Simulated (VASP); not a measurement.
Write the native input for VASP 6.6.1 that does the following.

| Quantity | Value |
| --- | --- |
| Task | single point |
| Functional | LDA |
| Potentials or basis | VASP PAW LDA potentials, release 64 (Be) |
| Cutoff | 600 eV |
| k mesh | 21 × 21 × 21 |
| Occupations | fermi-dirac, width 0.1 eV |
| Spin | no spin polarisation |
| Dipole correction | no |
| Further INCAR settings | ALGO = Normal; EDIFF = 1e-06; NBANDS = 7 |

The structure of Be lies in POSCAR:

```
Be
1.0
    2.0675056490      0.0000000000      0.0000000000
    0.0000000000      2.0675056490      0.0000000000
    0.0000000000      0.0000000000      2.0675056490
Be
1
Direct
    0.0000000000      0.0000000000      0.0000000000
```

This isn't the form of Be at room conditions, which is hcp.

The input as run:

INCAR

```
  ALGO = Normal
  EDIFF = 1E-6
  ENCUT = 600
  GGA = CA
  GGA_COMPAT = False
  ISIF = 2
  ISMEAR = -1
  LASPH = True
  LCHARG = False
  LREAL = False
  LWAVE = False
  NBANDS = 7
  NELM = 120
  PREC = Accurate
  SIGMA = 0.1
```

KPOINTS

```
k-points
0
Gamma
  21 21 21
```

Potentials or basis: VASP PAW LDA potentials, release 64 (Be).

The run is started by

```bash
$ cat potpaw_LDA.64/Be/POTCAR > POTCAR
$ mpirun -np 1 vasp_std > vasp.out
```

Results of the run:

```json
{
 "Pressure": "10.4 GPa",
 "Band gap on the k mesh": "zero (bands 1 and 2 overlap by 6.89 eV)"
}
```

Caveat: the cell stands under pressure.

It took 14 s on 1 thread of Intel Xeon 8259CL, with other jobs on the host, peak memory 0.12 GiB.
